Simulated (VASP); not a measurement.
# Si2Se (Pn-3m) in VASP: notebook

Si2Se is run at these levels: PBE; tasks: single point, relaxation of cell and atoms.

Program: VASP 6.6.1. These are calculated values, not measurements. Logs are shortened: lines on timing, memory, paths and dates and some standing lists are left out, and cuts for length are marked.

## (1) The cell of the first run

It takes space group Pn-3m (No. 224, cubic). Conventional cell: a = 4.874 Å, b = 4.874 Å, c = 4.874 Å, α = 90.00°, β = 90.00°, γ = 90.00°. Within 2.8 Å of Si (site symmetry -3m) lie 2 Se at 2.11 Å. Within 2.8 Å of Se (site symmetry -43m) lie 4 Si at 2.11 Å.

## (2) Single point, PBE

The input, INCAR:

```
SYSTEM = Si2Se
PREC = Accurate ; ENCUT = 520
EDIFF = 1E-6 ; ISMEAR = 0
SIGMA = 0.1 ; LREAL = .FALSE.
LASPH = .TRUE. ; NELM = 100
ALGO = Normal ; ISIF = 2
LWAVE = .FALSE. ; LCHARG = .FALSE.
GGA = PE ; NBANDS = 23
```

The input, KPOINTS:

```
regular mesh
0
G
  4 4 4
  0 0 0
```

The input, POSCAR:

```
Si2Se
1.0
    4.8739611500      0.0000000000      0.0000000000
    0.0000000000      4.8739611500      0.0000000000
    0.0000000000      0.0000000000      4.8739611500
Si Se
4 2
Direct
    0.7500000000      0.7500000000      0.7500000000
    0.2500000000      0.2500000000      0.7500000000
    0.2500000000      0.7500000000      0.2500000000
    0.7500000000      0.2500000000      0.2500000000
    0.0000000000      0.0000000000      0.0000000000
    0.5000000000      0.5000000000      0.5000000000
```

Potentials or basis: VASP PAW PBE potentials, release 64 (Si, Se).

Run with:

```console
> cat potpaw_PBE.64/Si/POTCAR potpaw_PBE.64/Se/POTCAR > POTCAR
> mpirun -np 1 vasp_std > vasp.out
```

OUTCAR:

```text
SYSTEM = Si2Se
   PREC = Accurate
   ENCUT = 520
   EDIFF = 1E-6
   ISMEAR = 0
   LREAL = .FALSE.
   LASPH = .TRUE.
   NELM = 100
   ISIF = 2
   GGA = PE

 ion  position               nearest neighbor table
   1  0.750  0.750  0.750-   5 2.11   6 2.11
   2  0.250  0.250  0.750-   5 2.11   6 2.11
   3  0.250  0.750  0.250-   5 2.11   6 2.11
   4  0.750  0.250  0.250-   5 2.11   6 2.11
   5  0.000  0.000  0.000-   1 2.11   2 2.11   3 2.11   4 2.11
   6  0.500  0.500  0.500-   1 2.11   2 2.11   3 2.11   4 2.11

  LATTYP: Found a simple cubic cell.
 ALAT       =     4.8739611500

  Lattice vectors:

 A1 = (   4.8739611500,   0.0000000000,   0.0000000000)
 A2 = (   0.0000000000,   4.8739611500,   0.0000000000)
 A3 = (   0.0000000000,   0.0000000000,   4.8739611500)

Analysis of symmetry for initial positions (statically):
=====================================================================
 Subroutine PRICEL returns:
 Original cell was already a primitive cell.

 Routine SETGRP: Setting up the symmetry group for a
 simple cubic supercell.

 Subroutine GETGRP returns: Found 48 space group operations
 (whereof 24 operations were pure point group operations)
 out of a pool of 48 trial point group operations.

The static configuration has the point symmetry T_d .
 The point group associated with its full space group is O_h .

Analysis of symmetry for dynamics (positions and initial velocities):
=====================================================================
 Subroutine PRICEL returns:
 Original cell was already a primitive cell.

 Routine SETGRP: Setting up the symmetry group for a
 simple cubic supercell.

 Subroutine GETGRP returns: Found 48 space group operations
 (whereof 24 operations were pure point group operations)
 out of a pool of 48 trial point group operations.

The dynamic configuration has the point symmetry T_d .
 The point group associated with its full space group is O_h .

 Subroutine INISYM returns: Found 48 space group operations
 (whereof 24 operations are pure point group operations),
 and found     1 'primitive' translations

----------------------------------------------------------------------------------------

                                     Primitive cell

  volume of cell :     115.7834

  direct lattice vectors                    reciprocal lattice vectors
     4.873961150  0.000000000  0.000000000     0.205171927  0.000000000  0.000000000
     0.000000000  4.873961150  0.000000000     0.000000000  0.205171927  0.000000000
     0.000000000  0.000000000  4.873961150     0.000000000  0.000000000  0.205171927

  length of vectors
     4.873961150  4.873961150  4.873961150     0.205171927  0.205171927  0.205171927

  position of ions in fractional coordinates (direct lattice)
     0.750000000  0.750000000  0.750000000
     0.250000000  0.250000000  0.750000000
     0.250000000  0.750000000  0.250000000
     0.750000000  0.250000000  0.250000000
     0.000000000  0.000000000  0.000000000
     0.500000000  0.500000000  0.500000000

  ion indices of the primitive-cell ions
   primitive index   ion index
                 1           1
                 2           2
                 3           3
                 4           4
                 5           5
                 6           6

----------------------------------------------------------------------------------------

 KPOINTS: regular mesh

Automatic generation of k-mesh.
 Grid dimensions read from file:
 generate k-points for:    4    4    4

 Generating k-lattice:

  Cartesian coordinates                     Fractional coordinates (reciprocal lattice)
     0.051292982  0.000000000  0.000000000     0.250000000  0.000000000  0.000000000
     0.000000000  0.051292982  0.000000000     0.000000000  0.250000000  0.000000000
     0.000000000  0.000000000  0.051292982     0.000000000  0.000000000  0.250000000

  Length of vectors
     0.051292982  0.051292982  0.051292982

  Shift w.r.t. Gamma in fractional coordinates (k-lattice)
     0.000000000  0.000000000  0.000000000

 Subroutine IBZKPT returns following result:
 ===========================================

 Found     10 irreducible k-points:

 Following reciprocal coordinates:
            Coordinates               Weight
  0.000000  0.000000  0.000000      1.000000
  0.250000  0.000000  0.000000      6.000000
  0.500000  0.000000  0.000000      3.000000
  0.250000  0.250000  0.000000     12.000000
  0.500000  0.250000  0.000000     12.000000
  0.500000  0.500000  0.000000      3.000000
  0.250000  0.250000  0.250000      8.000000
  0.500000  0.250000  0.250000     12.000000
  0.500000  0.500000  0.250000      6.000000
  0.500000  0.500000  0.500000      1.000000
   k-points           NKPTS =     10   k-points in BZ     NKDIM =     10   number of bands    NBANDS=     23
   number of dos      NEDOS =    301   number of ions     NIONS =      6
   total plane-waves  NPLWV =  46656
   dimension x,y,z NGX =    36 NGY =   36 NGZ =   36
   dimension x,y,z NGXF=    72 NGYF=   72 NGZF=   72
   ions per type =               4   2
   NGX,Y,Z   is equivalent  to a cutoff of  12.28, 12.28, 12.28 a.u.
   NGXF,Y,Z  is equivalent  to a cutoff of  24.56, 24.56, 24.56 a.u.
 SYSTEM =  Si2Se
   PREC   = accura    normal or accurate (medium, high low for compatibility)
   ISTART =      0    job   : 0-new  1-cont  2-samecut
   ICHARG =      2    charge: 1-file 2-atom 10-const
   ISPIN  =      1    spin polarized calculation?
   LNONCOLLINEAR =      F non collinear calculations
   LSORBIT =      F    spin-orbit coupling
   LASPH  =      T    aspherical Exc in radial PAW
   ENCUT  =  520.0 eV  38.22 Ry    6.18 a.u.   9.06  9.06  9.06*2*pi/ulx,y,z
   NELM   =    100;   NELMIN=  2; NELMDL= -5     # of ELM steps
   EDIFF  = 0.1E-05   stopping-criterion for ELM
   LREAL  =      F    real-space projection
   EDIFFG = 0.1E-04   stopping-criterion for IOM
   NSW    =      0    number of steps for IOM
   IBRION =     -1    ionic relax: 0-MD 1-quasi-New 2-CG
   NFREE  =      0    steps in history (QN), initial steepest desc. (CG)
   ISIF   =      2    stress and relaxation
   ISYM   =      2    0-nonsym 1-usesym 2-fastsym
   POTIM  = 0.5000    time-step for ionic-motion
   TEBEG  =    0.0;   TEEND  =   0.0 temperature during run
   PSTRESS=    0.0 pullay stress
   NELECT =      28.0000    total number of electrons
   NUPDOWN=      -1.0000    fix difference up-down
   EMIN   =  10.00;   EMAX   =-10.00  energy-range for DOS
   EFERMI =   0.00;   METHOD = LEGACY
   ISMEAR =     0;   SIGMA  =   0.10  broadening in eV -4-tet -1-fermi 0-gaus
   EFERMI_NEDOS =   21; number of points for ismear=-14 and -15
   IALGO  =     38    algorithm
   IMIX   =      4    mixing-type and parameters
     AMIX     =   0.40;   BMIX     =  1.00
     AMIX_MAG =   1.60;   BMIX_MAG =  1.00
  volume/ion in A,a.u.               =      19.30       130.22
  Fermi-wavevector in a.u.,A,eV,Ry     =   1.019950  1.927426 14.154107  1.040298
  Thomas-Fermi vector in A             =   2.153492
   LORBIT       =      0    0 simple, 1 ext, 2 COOP (PROOUT), +10 PAW based schemes
   GGA     = PE    functional components
   LHFCALC =     F    Hartree Fock is set to
   AEXX    =    0.0000 exact exchange contribution
   IVDW    =     0    specifies the selected vdW correction
   LEPSILON=     F    determine dielectric tensor
   LRPA    =     F    only Hartree local field effects (RPA)
 non-spin polarized calculation
 Gauss-broadening in eV      SIGMA  =   0.10
  energy-cutoff  :      520.00
  volume of cell :      115.78
 maximum number of plane-waves:      3136
   NGX = 19   NGY = 19   NGZ = 19

 number of electron      28.0000006 magnetization

 Free energy of the ion-electron system (eV)
  ---------------------------------------------------
  ext. energy  EPLUGINS =         0.00000000
  ---------------------------------------------------
  free energy    TOTEN  =       -16.92145643 eV

  energy without entropy =      -16.91629709  energy(sigma->0) =      -16.91887676

 E-fermi :   6.6569     XC(G=0):  -9.9858

 val. band max:        6.4427232968   @ k =   0.5000   0.5000   0.5000
 cond. band min:       6.6890376344   @ k =   0.2500   0.0000   0.0000
 fundamental gap:      0.2463143376
 Fermi energy:         6.6568725716

 k-point     1 :       0.0000    0.0000    0.0000
  band No.  band energies     occupation
      1     -10.9621      2.00000
      2      -9.8892      2.00000
      3      -2.8605      2.00000
      4      -2.8605      2.00000
      5      -2.8605      2.00000
      6      -0.3210      2.00000
[... 15 lines left out ...]
     22       9.8492      0.00000
     23      10.7416      0.00000

 k-point     2 :       0.2500    0.0000    0.0000
  band No.  band energies     occupation
      1     -10.8034      2.00000
      2     -10.0374      2.00000
      3      -2.9092      2.00000
      4      -2.7381      2.00000
      5      -2.7381      2.00000
      6      -1.4540      2.00000
[... 15 lines left out ...]
     22      10.5494      0.00000
     23      12.0149      0.00000

 k-point     3 :       0.5000    0.0000    0.0000
  band No.  band energies     occupation
      1     -10.4163      2.00000
      2     -10.4163      2.00000
      3      -2.5937      2.00000
      4      -2.5937      2.00000
      5      -2.5518      2.00000
      6      -2.5518      2.00000
[... 15 lines left out ...]
     22      12.4781      0.00000
     23      12.5393      0.00000
[... 131 lines left out ...]
 k-point     9 :       0.5000    0.5000    0.2500
  band No.  band energies     occupation
      1     -10.4389      2.00000
      2     -10.1450      2.00000
      3      -3.5957      2.00000
      4      -3.5957      2.00000
      5      -2.7893      2.00000
      6      -1.1958      2.00000
[... 15 lines left out ...]
     22      12.6671      0.00000
     23      12.8520      0.00000

 k-point    10 :       0.5000    0.5000    0.5000
  band No.  band energies     occupation
      1     -10.4642      2.00000
      2     -10.0378      2.00000
      3      -3.3350      2.00000
      4      -3.3350      2.00000
      5      -3.3350      2.00000
      6      -1.3904      2.00000
[... 15 lines left out ...]
     22      11.7088      0.00000
     23      12.3493      0.00000

------------------------ aborting loop because EDIFF is reached ----------------------------------------

  FORCE on cell =-STRESS in cart. coord.  units (eV):
  Direction    XX          YY          ZZ          XY          YZ          ZX
  --------------------------------------------------------------------------------------
  -------------------------------------------------------------------------------------
  Total       22.8117694     22.8117694     22.8117694     -0.0000000      0.0000000     -0.0000000
  in kB      315.6627725    315.6627725    315.6627725     -0.0000000      0.0000000     -0.0000000
  external PRESSURE =     315.6627725 kB  Pullay stress =       0.0000000 kB

 VOLUME and BASIS-vectors are now :
 -----------------------------------------------------------------------------
  energy-cutoff  :      520.00
  volume of cell :      115.78
      direct lattice vectors                 reciprocal lattice vectors
     4.873961150  0.000000000  0.000000000     0.205171927  0.000000000  0.000000000
     0.000000000  4.873961150  0.000000000     0.000000000  0.205171927  0.000000000
     0.000000000  0.000000000  4.873961150     0.000000000  0.000000000  0.205171927

 POSITION                                       TOTAL-FORCE (eV/Angst)
 -----------------------------------------------------------------------------------
      3.65547      3.65547      3.65547        -0.000000      0.000000      0.000000
      1.21849      1.21849      3.65547         0.000000     -0.000000     -0.000000
      1.21849      3.65547      1.21849        -0.000000      0.000000     -0.000000
      3.65547      1.21849      1.21849         0.000000      0.000000      0.000000
      0.00000      0.00000      0.00000        -0.000000     -0.000000      0.000000
      2.43698      2.43698      2.43698         0.000000     -0.000000     -0.000000
 -----------------------------------------------------------------------------------
    total drift:                                0.000000     -0.000000      0.000000

  FREE ENERGIE OF THE ION-ELECTRON SYSTEM (eV)
  ---------------------------------------------------
  free  energy   TOTEN  =       -16.9214564313 eV

  energy  without entropy=      -16.9162970913  energy(sigma->0) =      -16.91887676
```

It took 9.6 s on 1 thread of Intel Xeon 6975P-C (Granite Rapids), shared host; peak memory 0.2 GiB.

What came out:

| Property | Result |
| --- | --- |
| Free energy | -16.9215 eV |
| Pressure | 31.6 GPa |
| Band gap on the k mesh | zero (band 14 reaches 7.55 eV, above the bottom of band 15 at 5.98 eV) |

Levels at points of the mesh, in eV from the Fermi level:
```
           k point  band 11  band 12  band 13  band 14  band 15  band 16  band 17  band 18
(0.00, 0.00, 0.00)    -3.75     0.18     0.18     0.18     0.90     0.90     0.90     2.60
(0.50, 0.00, 0.00)    -1.67    -1.67    -0.89    -0.89    -0.27    -0.27     0.18     0.18
(0.50, 0.50, 0.00)    -2.38    -2.38     0.89     0.89     1.15     1.15     1.84     1.84
(0.50, 0.50, 0.50)    -1.62    -0.79    -0.21    -0.21    -0.21     1.92     1.92     3.14
```

## (3) Single point, PBE

This run uses another cell than the first one, of 30.10 Å³/atom, 1.560 times its volume.

The input, INCAR:

```
SYSTEM = Si2Se
PREC = Accurate ; ENCUT = 520
EDIFF = 1E-6 ; ISMEAR = 0
SIGMA = 0.1 ; LREAL = .False.
LASPH = .True. ; NELM = 60
ALGO = Normal ; ISIF = 2
LWAVE = .False. ; LCHARG = .False.
GGA = PE ; NBANDS = 23
```

The input, KPOINTS:

```
regular mesh
0
Gamma
  4 4 4
  0 0 0
```

Edit POSCAR of step 2 so:

```diff
@@ -2,5 +2,5 @@
 1.0
-    4.8739611500      0.0000000000      0.0000000000
-    0.0000000000      4.8739611500      0.0000000000
-    0.0000000000      0.0000000000      4.8739611500
+    5.6524588189      0.0000000000      0.0000000000
+    0.0000000000      5.6524588189      0.0000000000
+    0.0000000000      0.0000000000      5.6524588189
 Si Se
```

Potentials or basis: VASP PAW PBE potentials, release 64 (Si, Se).

Run with:

```console
> cat potpaw_PBE.64/Si/POTCAR potpaw_PBE.64/Se/POTCAR > POTCAR
> mpirun -np 1 vasp_std > vasp.out
```

It took 21 s on 1 thread of Intel Xeon 6975P-C (Granite Rapids), shared host; peak memory 0.26 GiB.

It converged, with:

| Item | Value |
| --- | --- |
| Free energy | -21.2084 eV |
| Pressure | 0.1 GPa |
| Band gap on the k mesh | zero (band 14 reaches 3.29 eV, above the bottom of band 15 at 2.09 eV) |

Levels at points of the mesh, in eV from the Fermi level:
| k point | band 10 | band 11 | band 12 | band 13 | band 14 | band 15 | band 16 | band 17 | band 18 | band 19 |
| --- | --- | --- | --- | --- | --- | --- | --- | --- | --- | --- |
| (0.00, 0.00, 0.00) | -1.81 | -1.81 | -0.40 | -0.40 | -0.40 | 0.96 | 0.96 | 0.96 | 1.95 | 1.95 |
| (0.50, 0.00, 0.00) | -1.99 | -0.96 | -0.96 | -0.85 | -0.85 | -0.12 | -0.12 | 0.76 | 0.76 | 3.31 |
| (0.50, 0.50, 0.00) | -2.83 | -1.67 | -1.67 | 0.77 | 0.77 | 0.89 | 0.89 | 1.01 | 1.01 | 1.76 |
| (0.50, 0.50, 0.50) | -0.73 | -0.73 | -0.73 | -0.44 | -0.44 | -0.44 | 1.62 | 1.62 | 2.14 | 2.14 |

(Part 1 of 2 ends here.)
